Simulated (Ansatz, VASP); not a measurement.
# One calculation of WSe2, two programs

```xyz
3
Lattice="3.2702 0.0000 0.0000 -1.6351 2.8321 0.0000 0.0000 0.0000 16.6611" Properties=species:S:1:pos:R:3 pbc="T T T"
W    -0.8300   -0.2767    0.0000
Se    0.0000    1.8881    1.6728
Se    0.0000    1.8881   14.9884
```

Alike in both runs: task single point; functional PBEsol; k mesh 9 × 9 × 2; occupations gaussian, width 0.05 eV; no spin polarisation.

```csv
,VASP,Ansatz
version,VASP 6.6.1,Ansatz 0.2.0
potentials or method,"VASP PAW PBE potentials, release 64 (W_sv, Se), cutoff 520 eV","scalar-relativistic, plane waves, PAW"
valence electrons in the cell,26,46
```

VASP gave:

```
gap on the k mesh at the Fermi level (eV) : none
rms of the force components (eV/Å)        : 8.999
```

Estimate Ansatz's values.

gap on the k mesh at the Fermi level (eV): none; rms of the force components (eV/Å): 8.945.

VASP's potentials were made for PBE, not for PBEsol, and Ansatz warns of the same on its side. Atom by atom the forces differ by 0.056 eV/Å (rms over components). A gap of «none» marks a metal or a gap that the smearing closes. VASP's potentials hold 26 valence electrons a cell and Ansatz's 46, so a difference there can come from the potentials and not from the codes. Ansatz's warnings: xc potential rough in thin density.

Spin-orbit coupling is off throughout.
